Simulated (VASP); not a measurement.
# SiC: single point with PBEsol

SiC:

```
Si C
1.0
     3.07536    0.00000    0.00000
    -1.53768    2.66334    0.00000
     0.00000    0.00000    5.04811
Si C
2 2
Direct
  0.33333 0.66667 0.49959
  0.66667 0.33333 0.99959
  0.33333 0.66667 0.87541
  0.66667 0.33333 0.37541
```

```yaml
Program: VASP 6.6.1
Task: single point
Functional: PBEsol
Potentials_or_basis: VASP PAW PBE potentials, release 64 (Si, C)
Cutoff: 520 eV
k_mesh: 6 × 6 × 4
Occupations: methfessel-paxton, width 0.05 eV
Spin: no spin polarisation
```

| Quantity | Value |
| --- | --- |
| Pressure | 0.4 GPa |
| Largest force | 0.004 eV/Å |
| Band gap on the k mesh | 2.11 eV (least direct gap 3.85 eV) |

Forces on the atoms (eV/Å):
```
Si   0.000  0.000 -0.004
Si   0.000  0.000 -0.004
C    0.000  0.000  0.004
C    0.000  0.000  0.004
```

Stress tensor (GPa, compression positive):
```
0.54 0.00 0.00
0.00 0.54 0.00
0.00 0.00 0.22
```

Levels at points of the mesh, in eV from the valence-band top:
| k point | band 6 | band 7 | band 8 | band 9 | band 10 | band 11 |
| --- | --- | --- | --- | --- | --- | --- |
| (0.00, 0.00, 0.00) | -0.11 | 0.00 | 0.00 | 4.74 | 6.15 | 6.59 |
| (0.50, 0.00, 0.00) | -3.35 | -3.35 | -1.20 | 2.65 | 4.12 | 6.80 |
| (0.00, 0.00, 0.50) | -0.71 | -0.71 | -0.71 | 5.83 | 5.83 | 7.27 |
| (0.50, 0.00, 0.50) | -2.46 | -2.35 | -2.35 | 3.17 | 3.17 | 5.16 |

It took 5.2 s on 1 thread of Intel(R) Xeon(R) 6975P-C (Granite Rapids), with other jobs on the host, peak memory 0.15 GiB.

Caveat: the PAW data sets were made with another functional, which shifts forces and pressure a little. A k mesh can miss the band edges.
